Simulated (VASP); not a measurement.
Cu12Cl, 13 atoms in the cell. The cell holds a slab with vacuum, 13 atoms: a = 5.132 Å, b = 5.132 Å, c = 19.028 Å, α = 90.00°, β = 90.00°, γ = 90.00°. 

- Program: VASP 6.6.1
- Task: single point
- Functional: PBE
- Potentials or basis: VASP PAW PBE potentials, release 64 (Cu, Cl)
- Cutoff: 520 eV
- k mesh: 5 × 5 × 1
- Occupations: gaussian, width 0.1 eV
- Spin: no spin polarisation
- Dipole correction: yes
- Further INCAR settings: ALGO = Normal; EDIFF = 1e-06; NBANDS = 82

Potentials or basis: VASP PAW PBE potentials, release 64 (Cu, Cl).

Run with:

```sh
$ cat potpaw_PBE.64/Cu/POTCAR potpaw_PBE.64/Cl/POTCAR > POTCAR
$ mpirun -np 1 vasp_std > vasp.out
```

Hardware: 1 thread of Intel(R) Xeon(R) Platinum 8259CL CPU @ 2.50GHz (Skylake/Cascade Lake) (shared host).

Question: How long does it take, and how much memory?

Answer: It took 21 min on 1 thread of Intel(R) Xeon(R) Platinum 8259CL CPU @ 2.50GHz (Skylake/Cascade Lake), on a shared host, peak memory 0.66 GiB. Counts: scf iterations 31, k points 9.
